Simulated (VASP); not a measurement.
Input of a VASP 6.6.1 run:

Contents of POSCAR:

```
CdSe
1.0
    0.0000000000      3.0677809650      3.0677809650
    3.0677809650      0.0000000000      3.0677809650
    3.0677809650      3.0677809650      0.0000000000
Cd Se
1 1
Direct
    0.0000000000      0.0000000000      0.0000000000
    0.2500000000      0.2500000000      0.2500000000
```

INCAR.step1

```
SYSTEM = CdSe
ALGO     = Normal         ! electronic algorithm
EDIFF    = 1E-8           ! SCF threshold, eV
ENCUT    = 500            ! plane-wave cutoff, eV
GGA      = PE             ! functional
ISMEAR   = 0              ! smearing method
LASPH    = .True.         ! aspherical terms in the spheres
LCHARG   = .False.        ! write CHGCAR
LREAL    = .False.        ! projectors in reciprocal space
LWAVE    = .True.         ! write WAVECAR
NELM     = 60             ! most SCF steps
PREC     = Accurate       ! precision mode
SIGMA    = 0.01           ! smearing width, eV
```

INCAR.step2

```
SYSTEM = CdSe
ALGO     = Exact          ! electronic algorithm
EDIFF    = 1E-8           ! SCF threshold, eV
ENCUT    = 500            ! plane-wave cutoff, eV
GGA      = PE             ! functional
ISMEAR   = 0              ! smearing method
ISTART   = 1            
LASPH    = .True.         ! aspherical terms in the spheres
LCHARG   = .False.        ! write CHGCAR
LOPTICS  = .True.         ! frequency-dependent dielectric function
LREAL    = .False.        ! projectors in reciprocal space
LWAVE    = .True.         ! write WAVECAR
NBANDS   = 249            ! bands
NELM     = 1              ! most SCF steps
PREC     = Accurate       ! precision mode
SIGMA    = 0.01           ! smearing width, eV
```

Contents of INCAR.step3:

```
SYSTEM = CdSe
ALGO     = EVGW0          ! electronic algorithm
EDIFF    = 1E-8           ! SCF threshold, eV
ENCUT    = 500            ! plane-wave cutoff, eV
ENCUTGW  = 150.0          ! cutoff of the response function
GGA      = PE             ! functional
ISMEAR   = 0              ! smearing method
ISTART   = 1            
LASPH    = .True.         ! aspherical terms in the spheres
LCHARG   = .False.        ! write CHGCAR
LREAL    = .False.        ! projectors in reciprocal space
LWAVE    = .False.        ! write WAVECAR
NBANDS   = 249            ! bands
NBANDSGW = 17           
NELMGW   = 1            
NOMEGA   = 96             ! frequency points
OMEGAMAX = 20           
PREC     = Accurate       ! precision mode
PRECFOCK = Fast         
SIGMA    = 0.01           ! smearing width, eV
```

The input KPOINTS:

```
k-points
0
Gamma
  4 4 4
  0 0 0
```

Potentials or basis: VASP PAW PBE potentials, release 64 (Cd_GW, Se_GW).

Launch:

```sh
$ cat potpaw_PBE.64/Cd_GW/POTCAR potpaw_PBE.64/Se_GW/POTCAR > POTCAR
$ cp INCAR.step1 INCAR
$ mpirun -np 1 vasp_std > vasp.out
$ cp INCAR.step2 INCAR
$ mpirun -np 1 vasp_std > vasp.out
$ cp INCAR.step3 INCAR
$ mpirun -np 1 vasp_std > vasp.out
```

Problem. Predict the quasiparticle gap.

Solution. 1.19 eV.

Problem. What does it give for the least direct quasiparticle gap?

Solution. 1.19 eV.

Problem. What does it give for the least direct gap of the starting levels on the mesh?

Solution. 0.53 eV.

Problem. Estimate the band gap of the starting levels on the mesh.

Solution. 0.53 eV.

Caveat: the k points lie up to 0.44 Å⁻¹ apart; bands, screening cutoff and mesh are small and nothing is extrapolated, so the quasiparticle values aren't converged; the structure was generated, so it needn't be the stable form of CdSe.
